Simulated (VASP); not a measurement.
# MnF2 (Fd-3m) in VASP: further runs, part 2 of 2

VASP 6.6.1. Earlier steps stand in the parts before.

**3. Relaxation of cell and atoms, PBE, collinear spin, antiferromagnetic start**

This run uses another cell than the first one, of 25.78 Å³/atom.

INCAR

```
  PREC = Accurate
  ENCUT = 600
  EDIFF = 1E-6
  ISMEAR = 0
  SIGMA = 0.1
  LREAL = False
  LASPH = True
  NELM = 150
  ALGO = Normal
  ISIF = 3
  LWAVE = False
  LCHARG = False
  ISPIN = 2
  MAGMOM = 4 -4 0 0 0 0
  LORBIT = 11
  LMAXMIX = 4
  GGA = PE
  IBRION = 2
  NSW = 90
  EDIFFG = -0.04
```

KPOINTS

```
regular mesh
0
Gamma
  4 4 4
```

POSCAR

```
MnF2
1.0
    0.0000000000      4.2604333000      4.2604333000
    4.2604333000      0.0000000000      4.2604333000
    4.2604333000      4.2604333000      0.0000000000
Mn F
2 4
Direct
    0.5000000000      0.5000000000      0.5000000000
    0.7500000000      0.7500000000      0.7500000000
    0.1250000000      0.6250000000      0.6250000000
    0.6250000000      0.1250000000      0.6250000000
    0.6250000000      0.6250000000      0.1250000000
    0.6250000000      0.6250000000      0.6250000000
```

Potentials or basis: VASP PAW PBE potentials, release 64 (Mn_pv, F).

Launch:

```
> cat potpaw_PBE.64/Mn_pv/POTCAR potpaw_PBE.64/F/POTCAR > POTCAR
> mpirun -np 1 vasp_std > vasp.out
```

OUTCAR:

```text
PREC = Accurate
   ENCUT = 600
   EDIFF = 1E-6
   ISMEAR = 0
   LREAL = False
   LASPH = True
   NELM = 150
   ISIF = 3
   ISPIN = 2
   LORBIT = 11
   GGA = PE
   IBRION = 2
   NSW = 90
   EDIFFG = -0.04

 ion  position               nearest neighbor table
   1  0.500  0.500  0.500-   6 1.84   4 1.84   5 1.84   3 1.84
   2  0.750  0.750  0.750-   6 1.84   4 1.84   5 1.84   3 1.84
   3  0.125  0.625  0.625-   1 1.84   2 1.84
   4  0.625  0.125  0.625-   1 1.84   2 1.84
   5  0.625  0.625  0.125-   1 1.84   2 1.84
   6  0.625  0.625  0.625-   1 1.84   2 1.84

  LATTYP: Found a face centered cubic cell.
 ALAT       =     8.5208666000

  Lattice vectors:

 A1 = (   0.0000000000,   4.2604333000,   4.2604333000)
 A2 = (   4.2604333000,   0.0000000000,   4.2604333000)
 A3 = (   4.2604333000,   4.2604333000,   0.0000000000)

Analysis of symmetry for initial positions (statically):
=====================================================================
 Subroutine PRICEL returns:
 Original cell was already a primitive cell.

 Routine SETGRP: Setting up the symmetry group for a
 face centered cubic supercell.

 Subroutine GETGRP returns: Found 48 space group operations
 (whereof 24 operations were pure point group operations)
 out of a pool of 48 trial point group operations.

The static configuration has the point symmetry T_d .
 The point group associated with its full space group is O_h .

Analysis of symmetry for dynamics (positions and initial velocities):
=====================================================================
 Subroutine PRICEL returns:
 Original cell was already a primitive cell.

 Routine SETGRP: Setting up the symmetry group for a
 face centered cubic supercell.

 Subroutine GETGRP returns: Found 48 space group operations
 (whereof 24 operations were pure point group operations)
 out of a pool of 48 trial point group operations.

The dynamic configuration has the point symmetry T_d .
 The point group associated with its full space group is O_h .

Analysis of structural, dynamic, and magnetic symmetry:
=====================================================================
 Subroutine PRICEL returns:
 Original cell was already a primitive cell.

 Routine SETGRP: Setting up the symmetry group for a
 face centered cubic supercell.

 Subroutine GETGRP returns: Found 48 space group operations
[... 124 lines left out ...]
   LEPSILON=     F    determine dielectric tensor
   LRPA    =     F    only Hartree local field effects (RPA)
 conjugate gradient relaxation of ions
 spin polarized calculation
 Gauss-broadening in eV      SIGMA  =   0.10
  energy-cutoff  :      600.00
  volume of cell :      154.66
 maximum number of plane-waves:      5190
   NGX = 25   NGY = 25   NGZ = 25

--------------------------------------- Ionic step        1  -------------------------------------------

 number of electron      53.9999976 magnetization      -0.0000000

 number of electron      53.9999976 magnetization       0.0000000

 Free energy of the ion-electron system (eV)
  ---------------------------------------------------
  ext. energy  EPLUGINS =         0.00000000
  ---------------------------------------------------
  free energy    TOTEN  =       -37.55617730 eV

  energy without entropy =      -37.55617730  energy(sigma->0) =      -37.55617730

 E-fermi :   0.0135     XC(G=0):  -6.0891

 val. band max:       -0.5927365528   @ k =   0.5000   0.5000   0.0000
 cond. band min:       1.3089530608   @ k =   0.0000   0.0000   0.0000
 fundamental gap:      1.9016896137
 Fermi energy:         0.0134540286

 spin component 1

 k-point     1 :       0.0000    0.0000    0.0000
  band No.  band energies     occupation
      1     -49.6358      1.00000
      2     -49.6358      1.00000
      3     -49.6358      1.00000
      4     -45.0042      1.00000
      5     -45.0042      1.00000
      6     -45.0042      1.00000
[... 635 lines left out ...]
 number of electron      54.0000030 magnetization       0.0000000

 number of electron      54.0000030 magnetization      -0.0000000

 Free energy of the ion-electron system (eV)
  ---------------------------------------------------
  ext. energy  EPLUGINS =         0.00000000
  ---------------------------------------------------
  free energy    TOTEN  =       -38.76177087 eV

  energy without entropy =      -38.76177087  energy(sigma->0) =      -38.76177087

 E-fermi :  -1.9576     XC(G=0):  -5.4044

 val. band max:       -2.5063320615   @ k =  -0.2500   0.5000   0.2500
 cond. band min:       0.3646929990   @ k =   0.0000   0.0000   0.0000
 fundamental gap:      2.8710250605
 Fermi energy:        -1.9576382588

 spin component 1

 k-point     1 :       0.0000    0.0000    0.0000
  band No.  band energies     occupation
      1     -51.2899      1.00000
      2     -51.2899      1.00000
      3     -51.2899      1.00000
      4     -46.4698      1.00000
      5     -46.4697      1.00000
      6     -46.4697      1.00000
[... 585 lines left out ...]
  FREE ENERGIE OF THE ION-ELECTRON SYSTEM (eV)
  ---------------------------------------------------
  free  energy   TOTEN  =       -38.7617708738 eV

  energy  without entropy=      -38.7617708738  energy(sigma->0) =      -38.76177087

 reached required accuracy - stopping structural energy minimisation

 total charge

# of ion       s       p       d       tot
------------------------------------------
    1        0.175   6.173   4.983  11.331
    2        0.175   6.173   4.983  11.331
    3        1.732   4.362   0.000   6.094
    4        1.732   4.362   0.000   6.094
    5        1.732   4.362   0.000   6.094
    6        1.732   4.362   0.000   6.094
--------------------------------------------------
tot          7.277  29.795   9.965  47.038

 magnetization (x)

# of ion       s       p       d       tot
------------------------------------------
    1        0.012   0.034   4.404   4.450
    2       -0.012  -0.034  -4.404  -4.450
    3        0.000   0.000   0.000   0.000
    4        0.000   0.000   0.000   0.000
    5        0.000   0.000   0.000   0.000
    6        0.000   0.000   0.000   0.000
--------------------------------------------------
tot          0.000   0.000   0.000   0.000
```

It took 4.1 min on 1 thread of Intel Xeon Platinum 8488C (Sapphire Rapids), shared host; peak memory 0.43 GiB.

What came out:

```
Free energy                                           : -38.7618 eV
Relaxed volume                                        : 32.15 Å³/atom
Relaxed cell                                          : a = 6.486 Å, b = 6.486 Å, c = 6.486 Å, α = 60.00°, β = 60.00°, γ = 60.00°
Space group after relaxing (to 0.1 Å)                 : Fd-3m (No. 227)
Energy gained by relaxing                             : 200.9 meV/atom
Ionic steps                                           : 3
Pressure after relaxing                               : 0.1 GPa
Band gap on the k mesh                                : 2.87 eV (least direct gap 2.93 eV)
Net moment                                            : 0.00 μB per cell
Site moments                                          : Mn +4.45, -4.45; F +0.00 μB
Valence electrons inside the program's atomic spheres : Mn 11.33; F 6.09
```

The path:
| step | energy change (eV) | largest force (eV/Å) | pressure (GPa) | volume (Å³) |
| --- | --- | --- | --- | --- |
| 1 | 0.0000 | 0.0000 | 11.95 | 154.66 |
| 2 | -1.1697 | 0.0000 | -1.36 | 201.83 |
| 3 | -1.2056 | 0.0000 | 0.12 | 192.93 |

Final structure:
```
Mn F
1.0
     0.00000    4.58623    4.58623
     4.58623    0.00000    4.58623
     4.58623    4.58623    0.00000
Mn F
2 4
Direct
  0.50000 0.50000 0.50000
  0.75000 0.75000 0.75000
  0.12500 0.62500 0.62500
  0.62500 0.12500 0.62500
  0.62500 0.62500 0.12500
  0.62500 0.62500 0.62500
```

Caveat: the volume moved by over 15 % at a fixed basis, so the end points are rough. A k mesh can miss the band edges.
